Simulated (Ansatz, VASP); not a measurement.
## Two plane-wave programs on ZnS

```
Zn S
1.0
     0.00000    2.67777    2.67777
     2.67777    0.00000    2.67777
     2.67777    2.67777    0.00000
Zn S
1 1
Direct
  0.75000 0.75000 0.75000
  0.00000 0.00000 0.00000
```

Alike in both runs: functional PBEsol; k mesh 12 × 12 × 12; occupations fermi-dirac, width 0.1 eV; no spin polarisation.

Ansatz relaxed the structure, and its values are those at the end. VASP's run is a single point on that final structure, the one shown.

```csv
,VASP,Ansatz
version,VASP 6.6.1,Ansatz 0.2.0
potentials or method,"VASP PAW PBE potentials, release 64 (Zn, S)","PAW with Ansatz's default frozen-core files, scalar-relativistic"
plane-wave cutoff (eV),520,420
valence electrons in the cell,18,18
```

|  | VASP | Ansatz | Ansatz less VASP |
| --- | --- | --- | --- |
| pressure (GPa) | 0.2 | 0.0 | -0.19 |

VASP's potentials were made for PBE, not for PBEsol. The functional is the same, so the differences come from potentials, cutoffs and numerics.
